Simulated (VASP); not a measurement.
The system is CaMg4.

```xyz
5
Lattice="4.8097 0.0000 0.0000 0.0000 4.8097 0.0000 0.0000 0.0000 4.8097" Properties=species:S:1:pos:R:3 pbc="T T T"
Ca    0.0000    0.0000    0.0000
Mg    0.0000    2.4048    2.4048
Mg    2.4048    0.0000    2.4048
Mg    2.4048    2.4048    0.0000
Mg    2.4048    2.4048    2.4048
```

The cell was generated, and may not be a known phase.

* Program: VASP 6.6.1
* Task: relaxation of cell and atoms
* Functional: PBE
* Potentials or basis: VASP PAW PBE potentials, release 64 (Ca_sv, Mg)
* Cutoff: 600 eV
* k mesh: 4 × 4 × 4
* Occupations: gaussian, width 0.1 eV
* Spin: no spin polarisation

At the start: pressure 13.6 GPa; volume 22.25 Å³/atom.

Q: How do energy, volume and symmetry change on relaxing?

A: Over 4 steps the energy falls by 271.4 meV/atom and the volume is 30.54 Å³/atom (+37.3 %); space group Pm-3m (No. 221, to 0.1 Å) before and after.

The path:
```
step  energy change (eV)  largest force (eV/Å)  pressure (GPa)  volume (Å³)
   1              0.0000                0.0000           13.56       111.26
   2             -1.3226                0.0000            1.43       144.43
   3             -1.3519                0.0000           -0.49       155.88
   4             -1.3572                0.0000           -0.03       152.72
```

Final structure:
```
Ca Mg
1.0
     5.34524    0.00000    0.00000
     0.00000    5.34524    0.00000
     0.00000    0.00000    5.34524
Ca Mg
1 4
Direct
  0.00000 0.00000 0.00000
  0.00000 0.50000 0.50000
  0.50000 0.00000 0.50000
  0.50000 0.50000 0.00000
  0.50000 0.50000 0.50000
```

Caveat: the volume moved by over 15 % at a fixed basis, so the end points are rough.
